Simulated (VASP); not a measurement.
Set up this calculation in VASP 6.6.1, as the native input.

- Task: single point
- Functional: PBE
- Potentials or basis: VASP PAW PBE potentials, release 64 (Hf_pv, N)
- Cutoff: 520 eV
- k mesh: 22 × 22 × 22
- Occupations: gaussian, width 0.15 eV
- Spin: no spin polarisation
- Dipole correction: no
- Further INCAR settings: ALGO = Normal; EDIFF = 1e-06; NBANDS = 14

The structure of HfN lies in POSCAR:

```
HfN
1.0
    0.0000000000      2.3307439726      2.3307439726
    2.3307439726      0.0000000000      2.3307439726
    2.3307439726      2.3307439726      0.0000000000
Hf N
1 1
Direct
    0.0000000000      0.0000000000      0.0000000000
    0.5000000000      0.5000000000      0.5000000000
```

This cell differs from its parent crystal: strain +0.025 along x and y, +0.025 along z.

One way to write it, as run:

INCAR

```
SYSTEM = HfN
PREC = Accurate
ENCUT = 520
EDIFF = 1E-6
ISMEAR = 0
SIGMA = 0.15
LREAL = .FALSE.
LASPH = .TRUE.
NELM = 100
ALGO = Normal
ISIF = 2
LWAVE = .FALSE.
LCHARG = .FALSE.
GGA = PE
NBANDS = 14
```

KPOINTS

```
Automatic mesh
0
G
  22 22 22
  0 0 0
```

Potentials or basis: VASP PAW PBE potentials, release 64 (Hf_pv, N).

Launch:

```bash
$ cat potpaw_PBE.64/Hf_pv/POTCAR potpaw_PBE.64/N/POTCAR > POTCAR
$ mpirun -np 1 vasp_std > vasp.out
```

It gave:

The pressure is -18.7 GPa. The band gap on the k mesh is zero (an odd number of electrons rules out a gap without spin polarisation).

Caveat: the cell differs from its parent crystal (strain +0.025 along x and y, +0.025 along z); the cell stands under tension; spin-orbit coupling is left out, which moves the levels of the heavy elements.

Wall time 110 s on 1 thread of Intel(R) Xeon(R) Platinum 8488C (Sapphire Rapids) (shared host), peak memory 0.26 GiB.
